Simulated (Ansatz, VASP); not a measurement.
# Cu5SnO2 in VASP and in Ansatz

```
CELL_PARAMETERS angstrom
3.90000 0.00000 0.00000
0.00000 3.90000 0.00000
0.00000 0.00000 6.90000
ATOMIC_POSITIONS crystal
Cu 0.50000 0.00000 0.27000
Cu 0.50000 0.00000 0.73000
Cu 0.00000 0.50000 0.27000
Cu 0.00000 0.50000 0.73000
Cu 0.50000 0.50000 0.50000
Sn 0.00000 0.00000 0.00000
O 0.50000 0.00000 0.00000
O 0.00000 0.50000 0.00000
```

Alike in both runs: task relaxation of cell and atoms; functional PBE; k mesh 4 × 4 × 3; occupations gaussian, width 0.2 eV; collinear spin.

|  | VASP | Ansatz |
| --- | --- | --- |
| version | VASP 6.6.1 | Ansatz 0.2.0 |
| potentials or method | VASP PAW PBE potentials, release 64 (Cu, Sn_d, O), cutoff 600 eV | scalar-relativistic, plane waves, PAW |
| valence electrons in the cell | 81 | 121 |

|  | VASP | Ansatz | Ansatz less VASP |
| --- | --- | --- | --- |
| gap on the k mesh at the Fermi level, each at its own relaxed structure (eV) | none | none | - |
| net moment per atom (μB) | 0.00 | 0.00 | 0.000 |
| relaxed volume (Å³/atom) | 14.89 | 14.81 | -0.080 |
| relaxed cell length with the largest relative difference (Å) | 6.381 | 6.363 | -0.0184 |

A gap of «none» marks a metal or a gap that the smearing closes. VASP's potentials hold 81 valence electrons a cell and Ansatz's 121, so a difference there can come from the potentials and not from the codes. Ansatz's warnings: seeded moment not kept.

The k mesh is coarse, so the values compare programs but aren't converged.
